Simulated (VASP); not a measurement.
# ErH2 in VASP: notebook

The runs below take ErH2 through single point, with PBEsol.

Program: VASP 6.6.1. These are calculated values, not measurements. Logs are shortened: lines on timing, memory, paths and dates and some standing lists are left out, and cuts for length are marked.

## Step 1: The cell of the first run

It takes space group I4mm (No. 107, tetragonal). The conventional cell has a = 3.639 Å, b = 3.639 Å, c = 5.147 Å, α = 90.00°, β = 90.00°, γ = 90.00°. Er (site symmetry 4mm) has 8 H at 2.22 to 2.24 Å within 2.9 Å. H (site symmetry 2mm) has 4 Er at 2.22 to 2.24 Å and 6 H at 2.57 Å within 2.9 Å.

## Step 2: Single point, PBEsol, collinear spin, ferromagnetic start (atom 1 (Er) moved 0.02 Å along z)

INCAR

```
PREC = Accurate
ENCUT = 600
EDIFF = 1E-6
ISMEAR = 0
SIGMA = 0.05
LREAL = F
LASPH = T
NELM = 200
ALGO = Normal
ISIF = 2
LWAVE = F
LCHARG = T
ISPIN = 2
MAGMOM = 2.8 0 0
LORBIT = 11
LMAXMIX = 6
GGA = PS
LELF = T
LVHAR = T
NBANDS = 23
GGA_COMPAT = F
```

KPOINTS

```
Automatic mesh
0
Gamma
  10 10 10
```

POSCAR

```
ErH2
1.0
    0.0000000000      2.5734334530      2.5734334530
    2.5734334530      0.0000000000      2.5734334530
    2.5734334530      2.5734334530      0.0000000000
Er H
1 2
Direct
    0.0038858592      0.0038858592     -0.0038858592
    0.2500000000      0.2500000000      0.2500000000
    0.7500000000      0.7500000000      0.7500000000
```

Potentials or basis: VASP PAW PBE potentials, release 64 (Er, H).

Started as:

```
$ cat potpaw_PBE.64/Er/POTCAR potpaw_PBE.64/H/POTCAR > POTCAR
$ mpirun -np 1 vasp_std > vasp.out
```

OUTCAR:

```text
PREC = Accurate
   ENCUT = 600
   EDIFF = 1E-6
   ISMEAR = 0
   LREAL = F
   LASPH = T
   NELM = 200
   ISIF = 2
   ISPIN = 2
   LORBIT = 11
   GGA = PS

 ion  position               nearest neighbor table
   1  0.004  0.004  0.996-   3 2.22   3 2.22   2 2.22   2 2.22   3 2.24   3 2.24   2 2.24   2 2.24

   2  0.250  0.250  0.250-   1 2.22   1 2.22   1 2.24   1 2.24
   3  0.750  0.750  0.750-   1 2.22   1 2.22   1 2.24   1 2.24

  LATTYP: Found a face centered cubic cell.
 ALAT       =     5.1468669060

  Lattice vectors:

 A1 = (   0.0000000000,   2.5734334530,   2.5734334530)
 A2 = (   2.5734334530,   0.0000000000,   2.5734334530)
 A3 = (   2.5734334530,   2.5734334530,   0.0000000000)

Analysis of symmetry for initial positions (statically):
=====================================================================
 Subroutine PRICEL returns:
 Original cell was already a primitive cell.

 Routine SETGRP: Setting up the symmetry group for a
 face centered cubic supercell.

 Subroutine GETGRP returns: Found  8 space group operations
 (whereof  8 operations were pure point group operations)
 out of a pool of 48 trial point group operations.

The static configuration has the point symmetry C_4v.

Analysis of symmetry for dynamics (positions and initial velocities):
=====================================================================
 Subroutine PRICEL returns:
 Original cell was already a primitive cell.

 Routine SETGRP: Setting up the symmetry group for a
 face centered cubic supercell.

 Subroutine GETGRP returns: Found  8 space group operations
 (whereof  8 operations were pure point group operations)
 out of a pool of 48 trial point group operations.

The dynamic configuration has the point symmetry C_4v.

Analysis of structural, dynamic, and magnetic symmetry:
=====================================================================
 Subroutine PRICEL returns:
 Original cell was already a primitive cell.

 Routine SETGRP: Setting up the symmetry group for a
 face centered cubic supercell.

 Subroutine GETGRP returns: Found  8 space group operations
 (whereof  8 operations were pure point group operations)
 out of a pool of 48 trial point group operations.

The overall configuration has the point symmetry C_4v.

 Subroutine INISYM returns: Found  8 space group operations
 (whereof  8 operations are pure point group operations),
 and found     1 'primitive' translations

----------------------------------------------------------------------------------------

                                     Primitive cell

  volume of cell :      34.0854

  direct lattice vectors                    reciprocal lattice vectors
     0.000000000  2.573433453  2.573433453    -0.194292959  0.194292959  0.194292959
     2.573433453  0.000000000  2.573433453     0.194292959 -0.194292959  0.194292959
     2.573433453  2.573433453  0.000000000     0.194292959  0.194292959 -0.194292959

  length of vectors
     3.639384491  3.639384491  3.639384491     0.336525276  0.336525276  0.336525276

  position of ions in fractional coordinates (direct lattice)
     0.003885859  0.003885859  0.996114141
     0.250000000  0.250000000  0.250000000
     0.750000000  0.750000000  0.750000000

  ion indices of the primitive-cell ions
   primitive index   ion index
                 1           1
                 2           2
                 3           3

----------------------------------------------------------------------------------------

 KPOINTS: Automatic mesh

Automatic generation of k-mesh.
 Grid dimensions read from file:
 generate k-points for:   10   10   10

 Generating k-lattice:

  Cartesian coordinates                     Fractional coordinates (reciprocal lattice)
    -0.019429296  0.019429296  0.019429296     0.100000000  0.000000000  0.000000000
     0.019429296 -0.019429296  0.019429296     0.000000000  0.100000000  0.000000000
     0.019429296  0.019429296 -0.019429296     0.000000000  0.000000000  0.100000000

  Length of vectors
     0.033652528  0.033652528  0.033652528

  Shift w.r.t. Gamma in fractional coordinates (k-lattice)
     0.000000000  0.000000000  0.000000000

 Subroutine IBZKPT returns following result:
 ===========================================

 Found    102 irreducible k-points:

 Following reciprocal coordinates:
            Coordinates               Weight
  0.000000  0.000000  0.000000      1.000000
  0.100000  0.000000  0.000000      8.000000
  0.200000  0.000000  0.000000      8.000000
  0.300000  0.000000  0.000000      8.000000
  0.400000  0.000000  0.000000      8.000000
  0.500000  0.000000  0.000000      4.000000
[... 16 lines left out ...]
 -0.100000  0.100000  0.000000      4.000000
  0.000000 -0.100000  0.100000      8.000000
 [... further k-points ...]
   k-points           NKPTS =    102   k-points in BZ     NKDIM =    102   number of bands    NBANDS=     23
   number of dos      NEDOS =    301   number of ions     NIONS =      3
   total plane-waves  NPLWV =  27000
   dimension x,y,z NGX =    30 NGY =   30 NGZ =   30
   dimension x,y,z NGXF=    60 NGYF=   60 NGZF=   60
   ions per type =               1   2
   NGX,Y,Z   is equivalent  to a cutoff of  13.70, 13.70, 13.70 a.u.
   NGXF,Y,Z  is equivalent  to a cutoff of  27.41, 27.41, 27.41 a.u.
 SYSTEM =  unknown system
   PREC   = accura    normal or accurate (medium, high low for compatibility)
   ISTART =      0    job   : 0-new  1-cont  2-samecut
   ICHARG =      2    charge: 1-file 2-atom 10-const
   ISPIN  =      2    spin polarized calculation?
   LNONCOLLINEAR =      F non collinear calculations
   LSORBIT =      F    spin-orbit coupling
   LASPH  =      T    aspherical Exc in radial PAW
   ENCUT  =  600.0 eV  44.10 Ry    6.64 a.u.   7.27  7.27  7.27*2*pi/ulx,y,z
   NELM   =    200;   NELMIN=  2; NELMDL= -5     # of ELM steps
   EDIFF  = 0.1E-05   stopping-criterion for ELM
   LREAL  =      F    real-space projection
   EDIFFG = 0.1E-04   stopping-criterion for IOM
   NSW    =      0    number of steps for IOM
   IBRION =     -1    ionic relax: 0-MD 1-quasi-New 2-CG
   NFREE  =      0    steps in history (QN), initial steepest desc. (CG)
   ISIF   =      2    stress and relaxation
   ISYM   =      2    0-nonsym 1-usesym 2-fastsym
   POTIM  = 0.5000    time-step for ionic-motion
   TEBEG  =    0.0;   TEEND  =   0.0 temperature during run
   PSTRESS=    0.0 pullay stress
   NELECT =      24.0000    total number of electrons
   NUPDOWN=      -1.0000    fix difference up-down
   EMIN   =  10.00;   EMAX   =-10.00  energy-range for DOS
   EFERMI =   0.00;   METHOD = LEGACY
   ISMEAR =     0;   SIGMA  =   0.05  broadening in eV -4-tet -1-fermi 0-gaus
   EFERMI_NEDOS =   21; number of points for ismear=-14 and -15
   IALGO  =     38    algorithm
   IMIX   =      4    mixing-type and parameters
     AMIX     =   0.40;   BMIX     =  1.00
     AMIX_MAG =   1.60;   BMIX_MAG =  1.00
  volume/ion in A,a.u.               =      11.36        76.67
  Fermi-wavevector in a.u.,A,eV,Ry     =   1.456428  2.752250 28.860434  2.121182
  Thomas-Fermi vector in A             =   2.573347
   LORBIT       =     11    0 simple, 1 ext, 2 COOP (PROOUT), +10 PAW based schemes
   GGA     = PS    functional components
   LHFCALC =     F    Hartree Fock is set to
   AEXX    =    0.0000 exact exchange contribution
   IVDW    =     0    specifies the selected vdW correction
   LEPSILON=     F    determine dielectric tensor
   LRPA    =     F    only Hartree local field effects (RPA)
 spin polarized calculation
 Gauss-broadening in eV      SIGMA  =   0.05
  energy-cutoff  :      600.00
  volume of cell :       34.09
 maximum number of plane-waves:      1158
 NGX is ok and might be reduce to    30
   NGX = 15   NGY = 15   NGZ = 15

 number of electron      24.0000001 magnetization       2.5162817

 Free energy of the ion-electron system (eV)
  ---------------------------------------------------
  ext. energy  EPLUGINS =         0.00000000
  ---------------------------------------------------
  free energy    TOTEN  =       -14.05660730 eV

  energy without entropy =      -14.04934314  energy(sigma->0) =      -14.05297522

 E-fermi :   2.1589     XC(G=0): -10.6890

 val. band max:        2.1578687355   @ k =   0.0000  -0.4000   0.2000
 cond. band min:       2.1593793669   @ k =   0.1000  -0.4000   0.2000
 fundamental gap:      0.0015106314
 Fermi energy:         2.1589291929

 spin component 1

 k-point     1 :       0.0000    0.0000    0.0000
  band No.  band energies     occupation
      1     -47.0984      1.00000
      2     -20.9151      1.00000
      3     -20.9151      1.00000
      4     -20.8882      1.00000
      5      -5.9150      1.00000
      6      -1.3404      1.00000
[... 15 lines left out ...]
     22      14.6472      0.00000
     23      22.7696      0.00000
[... 575 lines left out ...]
      1     -47.0907      1.00000
      2     -21.0302      1.00000
      3     -20.9515      1.00000
      4     -20.9098      1.00000
      5      -5.3232      1.00000
      6      -1.4173      1.00000
[... 15 lines left out ...]
     22      16.3917      0.00000
     23      19.3016      0.00000

 [... further k-points ...]

 spin component 2

 k-point     1 :       0.0000    0.0000    0.0000
  band No.  band energies     occupation
      1     -45.9828      1.00000
      2     -20.1220      1.00000
      3     -20.1220      1.00000
      4     -20.1016      1.00000
      5      -5.8821      1.00000
      6       0.4817      1.00000
[... 15 lines left out ...]
     22      14.6420      0.00000
     23      23.0085      0.00000
[... 575 lines left out ...]
      1     -45.9743      1.00000
      2     -20.2536      1.00000
      3     -20.1620      1.00000
      4     -20.1213      1.00000
      5      -5.2764      1.00000
      6      -0.2267      1.00000
[... 15 lines left out ...]
     22      16.4244      0.00000
     23      19.3888      0.00000

 [... further k-points ...]

------------------------ aborting loop because EDIFF is reached ----------------------------------------

  FORCE on cell =-STRESS in cart. coord.  units (eV):
  Direction    XX          YY          ZZ          XY          YZ          ZX
  --------------------------------------------------------------------------------------
  -------------------------------------------------------------------------------------
  Total       -0.0235047     -0.0235047      0.0814965      0.0000000      0.0000000      0.0000000
  in kB       -1.1048322     -1.1048322      3.8307218      0.0000000      0.0000000      0.0000000
  external PRESSURE =       0.5403525 kB  Pullay stress =       0.0000000 kB

 VOLUME and BASIS-vectors are now :
 -----------------------------------------------------------------------------
  energy-cutoff  :      600.00
  volume of cell :       34.09
      direct lattice vectors                 reciprocal lattice vectors
     0.000000000  2.573433453  2.573433453    -0.194292959  0.194292959  0.194292959
     2.573433453  0.000000000  2.573433453     0.194292959 -0.194292959  0.194292959
     2.573433453  2.573433453  0.000000000     0.194292959  0.194292959 -0.194292959

 POSITION                                       TOTAL-FORCE (eV/Angst)
 -----------------------------------------------------------------------------------
      2.57343      2.57343      0.02000         0.000000      0.000000     -0.124519
      1.28672      1.28672      1.28672         0.000000      0.000000      0.062259
      3.86015      3.86015      3.86015         0.000000      0.000000      0.062259
 -----------------------------------------------------------------------------------
    total drift:                                0.000000      0.000000     -0.000768

  FREE ENERGIE OF THE ION-ELECTRON SYSTEM (eV)
  ---------------------------------------------------
  free  energy   TOTEN  =       -14.0566072956 eV

  energy  without entropy=      -14.0493431361  energy(sigma->0) =      -14.05297522

 total charge

# of ion       s       p       d       f       tot
--------------------------------------------------
    1        2.071   5.806   0.445  11.278  19.599
    2        0.550   0.006   0.000   0.000   0.556
    3        0.550   0.006   0.000   0.000   0.556
--------------------------------------------------
tot          3.171   5.818   0.445  11.278  20.712

 magnetization (x)

# of ion       s       p       d       f       tot
--------------------------------------------------
    1       -0.000  -0.020   0.013   2.540   2.533
    2        0.001  -0.000   0.000   0.000   0.000
    3        0.001  -0.000   0.000   0.000   0.000
--------------------------------------------------
tot          0.001  -0.021   0.013   2.540   2.534
```

Run time: 18 min. Hardware: 1 thread of Intel Xeon 8259CL, shared host; peak memory 0.32 GiB.

What came out:

```yaml
Free_energy: -14.0566 eV
Pressure: 0.1 GPa
Largest_force: 0.125 eV/Å
Net_moment: 2.52 μB per cell
Site_moments: Er +2.53; H +0.00 μB
Valence_electrons_inside_the_program's_atomic_spheres: Er 19.60; H 0.56
```

Forces on the atoms (eV/Å):
```
Er   0.000  0.000 -0.125
H    0.000  0.000  0.062
H    0.000  0.000  0.062
```

Stress tensor (GPa, compression positive):
```
-0.11  0.00  0.00
 0.00 -0.11  0.00
 0.00  0.00  0.38
```

Levels at points of the mesh, in eV from the Fermi level:
Spin up:
```
           k point  band 10  band 11  band 12  band 13  band 14  band 15  band 16  band 17
(0.00, 0.00, 0.00)    -1.98    -1.92    -1.92     0.21     2.05     2.05     2.10     4.88
(0.50, 0.00, 0.00)    -2.09    -2.02    -1.93    -1.92     2.12     2.16     5.33     6.41
(0.50, 0.50, 0.00)    -2.11    -2.01    -2.01    -1.68    -1.47     6.63     6.69     6.69
(0.00, 0.50, 0.50)    -2.11    -2.01    -1.99    -1.91    -1.49     6.69     6.70     6.75
```
Spin down:
| k point | band 9 | band 10 | band 11 | band 12 | band 13 | band 14 |
| --- | --- | --- | --- | --- | --- | --- |
| (0.00, 0.00, 0.00) | -0.50 | -0.50 | 0.02 | 0.02 | 1.55 | 2.24 |
| (0.50, 0.00, 0.00) | -0.51 | -0.47 | 0.01 | 0.10 | 0.22 | 2.27 |
| (0.50, 0.50, 0.00) | -0.62 | -0.62 | -0.25 | 0.11 | 0.11 | 0.16 |
| (0.00, 0.50, 0.50) | -0.61 | -0.60 | -0.41 | 0.10 | 0.16 | 0.24 |

Caveat: the cell differs from its parent crystal (atom 1 (Er) moved 0.02 Å along z); the magnetic or orbital state may not be the lowest; the PAW data sets were made with another functional, which shifts forces and pressure a little; spin-orbit coupling is left out, which moves the levels of the heavy elements; semilocal functionals describe open f shells poorly, which spoils levels, moments and volumes.

## Step 3: Single point, PBEsol, collinear spin, ferromagnetic start

INCAR

```
SYSTEM = ErH2
PREC = Accurate ; ENCUT = 600
EDIFF = 1E-6 ; ISMEAR = 0
SIGMA = 0.05 ; LREAL = .False.
LASPH = .True. ; NELM = 200
ALGO = Normal ; ISIF = 2
LWAVE = .False. ; LCHARG = .False.
ISPIN = 2 ; MAGMOM = 2.8 0 0
LORBIT = 11 ; LMAXMIX = 6
GGA = PS ; NBANDS = 23
GGA_COMPAT = .False.
```

KPOINTS

```
Automatic mesh
0
Gamma
  10 10 10
  0 0 0
```

POSCAR

```
ErH2
1.0
   -0.0128671673      2.5734334530      2.5734334530
    2.5605662857      0.0000000000      2.5605662857
    2.5734334530      2.5734334530     -0.0128671673
Er H
1 2
Direct
    0.0000000000      0.0000000000      0.0000000000
    0.2500000000      0.2500000000      0.2500000000
    0.7500000000      0.7500000000      0.7500000000
```

Potentials or basis: VASP PAW PBE potentials, release 64 (Er, H).

Started as:

```
$ cat potpaw_PBE.64/Er/POTCAR potpaw_PBE.64/H/POTCAR > POTCAR
$ mpirun -np 1 vasp_std > vasp.out
```

OUTCAR:

```text
SYSTEM = ErH2
   PREC = Accurate
   ENCUT = 600
   EDIFF = 1E-6
   ISMEAR = 0
   LREAL = .False.
   LASPH = .True.
   NELM = 200
   ISIF = 2
   ISPIN = 2
   LORBIT = 11
   GGA = PS

 ion  position               nearest neighbor table
   1  0.000  0.000  0.000-   3 2.22   2 2.22   3 2.22   2 2.22   3 2.24   2 2.24   3 2.24   2 2.24

   2  0.250  0.250  0.250-   1 2.22   1 2.22   1 2.24   1 2.24
   3  0.750  0.750  0.750-   1 2.22   1 2.22   1 2.24   1 2.24
[... 1478 lines left out ...]
  energy-cutoff  :      600.00
  volume of cell :       34.08
      direct lattice vectors                 reciprocal lattice vectors
    -0.012867167  2.573433453  2.573433453    -0.193326327  0.194292959  0.193326327
     2.560566286  0.000000000  2.560566286     0.195269305 -0.194292959  0.195269305
     2.573433453  2.573433453 -0.012867167     0.193326327  0.194292959 -0.193326327

 POSITION                                       TOTAL-FORCE (eV/Angst)
 -----------------------------------------------------------------------------------
      0.00000      0.00000      0.00000         0.000000      0.000000      0.000000
      1.28028      1.28672      1.28028         0.000000     -0.001306      0.000000
      3.84085      3.86015      3.84085        -0.000000      0.001306     -0.000000
 -----------------------------------------------------------------------------------
    total drift:                                0.000000     -0.000000     -0.000000

  FREE ENERGIE OF THE ION-ELECTRON SYSTEM (eV)
  ---------------------------------------------------
  free  energy   TOTEN  =       -14.0867655087 eV

  energy  without entropy=      -14.0804568240  energy(sigma->0) =      -14.08361117

 total charge

# of ion       s       p       d       f       tot
--------------------------------------------------
    1        2.071   5.806   0.448  11.270  19.595
    2        0.550   0.006   0.000   0.000   0.556
    3        0.550   0.006   0.000   0.000   0.556
--------------------------------------------------
tot          3.171   5.819   0.448  11.270  20.708

 magnetization (x)

# of ion       s       p       d       f       tot
--------------------------------------------------
    1       -0.000  -0.021   0.011   2.550   2.540
    2        0.000  -0.000   0.000   0.000   0.000
    3        0.000  -0.000   0.000   0.000   0.000
--------------------------------------------------
tot          0.001  -0.021   0.011   2.550   2.541
```

OSZICAR:

```text
N       E                     dE             d eps       ncg     rms          rms(c)
DAV:   1     0.140394684300E+03    0.14039E+03   -0.91003E+03 25382   0.670E+03
DAV:   2     0.671116990422E+01   -0.13368E+03   -0.12260E+03 22326   0.618E+02
[... 38 lines left out ...]
DAV:  41    -0.140866968401E+02   -0.12426E-03   -0.37404E-04 29209   0.798E-01    0.124E+00
DAV:  42    -0.140867686205E+02   -0.71780E-04   -0.37498E-04 28164   0.717E-01    0.968E-01
DAV:  43    -0.140867569080E+02    0.11712E-04   -0.94636E-04 29051   0.100E+00    0.794E-01
DAV:  44    -0.140867632107E+02   -0.63027E-05   -0.57945E-05 30392   0.284E-01    0.736E-01
DAV:  45    -0.140867654185E+02   -0.22078E-05   -0.28827E-05 22947   0.204E-01    0.721E-01
DAV:  46    -0.140867655087E+02   -0.90263E-07   -0.17398E-06 15685   0.455E-02
   1 F= -.14086766E+02 E0= -.14083611E+02  d E =-.630868E-02  mag=     2.5182
```

Run time: 35 min. Hardware: 1 thread of Intel Xeon 8259CL, shared host; peak memory 0.42 GiB.

Results:

| Item | Value |
| --- | --- |
| Free energy | -14.0868 eV |
| Pressure | 0.1 GPa |
| Net moment | 2.52 μB per cell |
| Site moments | Er +2.54; H +0.00 μB |
| Valence electrons inside the program's atomic spheres | Er 19.59; H 0.56 |

Stress tensor (GPa, compression positive):
```
0.06 0.00 0.23
0.00 0.28 0.00
0.23 0.00 0.06
```

Caveat: the magnetic or orbital state may not be the lowest; the PAW data sets were made with another functional, which shifts forces and pressure a little; spin-orbit coupling is left out, which moves the levels of the heavy elements; semilocal functionals describe open f shells poorly, which spoils levels, moments and volumes. The state reached can hang on the start; a lower one may exist.
